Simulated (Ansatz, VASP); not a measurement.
**Two plane-wave programs on PbS**

File INCAR:

```
ALGO     = Normal         # electronic algorithm
EDIFF    = 1E-6           # SCF threshold, eV
ENCUT    = 520            # plane-wave cutoff, eV
GGA      = PS             # functional
ISIF     = 2              # what is computed and relaxed
ISMEAR   = 0              # smearing method
LASPH    = True           # aspherical terms in the spheres
LCHARG   = False          # write CHGCAR
LREAL    = False          # projectors in reciprocal space
LWAVE    = False          # write WAVECAR
NBANDS   = 17             # bands
NELM     = 60             # most SCF steps
PREC     = Accurate       # precision mode
SIGMA    = 0.05           # smearing width, eV
```

KPOINTS

```
k-points
0
Gamma
  8 8 8
```

Contents of POSCAR:

```
PbS
1.0
    3.6027214824      0.0000000000      0.0000000000
    0.0000000000      3.6027214824      0.0000000000
    0.0000000000      0.0000000000      3.6027214824
Pb S
1 1
Direct
    0.0000000000      0.0000000000      0.0000000000
    0.5000000000      0.5000000000      0.5000000000
```

Input for Ansatz:

```yaml
crystal:
  lattice:
    - [3.6027214824, 0.0, 0.0]
    - [0.0, 3.6027214824, 0.0]
    - [0.0, 0.0, 3.6027214824]
  atoms:
    - { symbol: Pb, position: [0.0, 0.0, 0.0] }
    - { symbol: S, position: [0.5, 0.5, 0.5] }
basis:
  ecutwfc: 420
  ecutrho_ratio: 4
kpoints:
  mp_grid: { grid: [8, 8, 8] }
hamiltonian:
  xc: pbesol
scf:
  occupations: { method: gaussian, width: 0.05 }
output:
  forces: true
  stress: true
  eigenvalues: true
```

Alike in both runs: task single point; functional PBEsol; k mesh 8 × 8 × 8; occupations gaussian, width 0.05 eV; no spin polarisation.

```csv
,VASP,Ansatz
version,VASP 6.6.1,Ansatz 0.2.0
potentials or method,"VASP PAW PBE potentials, release 64 (Pb_d, S), cutoff 520 eV","scalar-relativistic, plane waves, PAW"
valence electrons in the cell,20,20
```

|  | VASP | Ansatz | Ansatz less VASP |
| --- | --- | --- | --- |
| gap on the k mesh at the Fermi level (eV) | none | none | - |
| pressure (GPa) | -1.3 | -1.3 | +0.04 |

VASP's potentials were made for PBE, not for PBEsol. A gap of «none» marks a metal or a gap that the smearing closes. With one functional, cell and mesh, what is left measures potentials, basis and numerics.

Spin-orbit coupling is off throughout.
